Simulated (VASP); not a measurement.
Wanted: the native input for a VASP 6.6.1 run.

```
Task                   : single point
Functional             : PBE
Potentials or basis    : VASP PAW PBE potentials, release 64 (Ta_pv)
Cutoff                 : 400 eV
k mesh                 : 4 × 4 × 4
Occupations            : gaussian, width 0.1 eV
Spin                   : no spin polarisation
Dipole correction      : no
Further INCAR settings : ALGO = Normal; EDIFF = 1e-06; NBANDS = 30
```

The structure of Ta lies in POSCAR:

```
Ta
1.0
   -4.2442950000     -0.0291830000      0.0196320000
   -0.0196320000      0.0013600000      4.3240620000
    2.1415150000      4.1904470000      2.1535760000
Ta
4
Direct
   -0.0003679095      0.0238473735      0.9461940053
    0.5078505752      0.4724392430      0.9993960277
    0.7505078495      0.7304220167      0.4959443937
    0.2435956472      0.2166384460      0.5068256975
```

The input as run:

INCAR

```
PREC = Accurate
ENCUT = 400
EDIFF = 1E-6
ISMEAR = 0
SIGMA = 0.1
LREAL = False
LASPH = True
NELM = 120
ALGO = Normal
ISIF = 2
LWAVE = False
LCHARG = True
GGA = PE
LELF = True
LVHAR = True
NBANDS = 30
GGA_COMPAT = False
```

KPOINTS

```
regular mesh
0
Gamma
  4 4 4
```

Potentials or basis: VASP PAW PBE potentials, release 64 (Ta_pv).

Command:

```sh
$ cat potpaw_PBE.64/Ta_pv/POTCAR > POTCAR
$ mpirun -np 1 vasp_std > vasp.out
```

It gave:

```
Pressure               : -1.4 GPa
Largest force          : 1.741 eV/Å
Band gap on the k mesh : zero (bands 22 and 23 overlap by 2.18 eV)
```

Caveat: the k points lie up to 0.41 Å⁻¹ apart, too coarse for converged energies and pressures of a metal; spin-orbit coupling is left out, which moves the levels of the heavy elements; forces of over 1 eV/Å act on the atoms, so gaps and moduli don't describe the material at rest.

It took 40 s on 1 thread of Intel(R) Xeon(R) Platinum 8375C CPU @ 2.90GHz (Ice Lake), with other jobs on the host, peak memory 0.19 GiB.
